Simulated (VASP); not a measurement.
Wanted: the native input for a VASP 6.6.1 run.

| Quantity | Value |
| --- | --- |
| Task | single point |
| Functional | PBEsol |
| Potentials or basis | VASP PAW PBE potentials, release 64 (Ga_d, Co) |
| Cutoff | 520 eV |
| k mesh | 18 × 18 × 18 |
| Occupations | gaussian, width 0.15 eV |
| Spin | no spin polarisation |
| Dipole correction | no |
| Further INCAR settings | ALGO = Fast; EDIFF = 1e-06; NBANDS = 18 |

The structure of GaCo lies in POSCAR:

```
GaCo
1.0
    2.5186198379      0.0000000000      0.0000000000
    0.0000000000      2.5186198379      0.0000000000
    0.0000000000      0.0000000000      3.7779297568
Ga Co
1 1
Direct
    0.5000000000      0.5000000000      0.5000000000
    0.0000000000      0.0000000000      0.0000000000
```

This cell differs from its parent crystal: ratio of the length along z to the lengths across it x 1.5, volume and fractional coordinates fixed.

One way to write it, as run:

INCAR

```
SYSTEM = GaCo
PREC = Accurate ; ENCUT = 520
EDIFF = 1E-6 ; ISMEAR = 0
SIGMA = 0.15 ; LREAL = .False.
LASPH = .True. ; NELM = 60
ALGO = Fast ; ISIF = 2
LWAVE = .False. ; LCHARG = .False.
GGA = PS ; NBANDS = 18
```

KPOINTS

```
Automatic mesh
0
Gamma
  18 18 18
  0 0 0
```

Potentials or basis: VASP PAW PBE potentials, release 64 (Ga_d, Co).

The run is started by

```console
$ cat potpaw_PBE.64/Ga_d/POTCAR potpaw_PBE.64/Co/POTCAR > POTCAR
$ mpirun -np 1 vasp_std > vasp.out
```

Results of the run:

```yaml
Pressure: -2.9 GPa
Band_gap_on_the_k_mesh: zero (band 11 reaches 11.77 eV, above the bottom of band 12 at 8.94 eV)
```

Caveat: the PAW data sets were made with another functional, which shifts forces and pressure a little.

Run time: 110 s on 1 thread of Intel(R) Xeon(R) 6975P-C (Granite Rapids), on a shared host, peak memory 0.34 GiB.
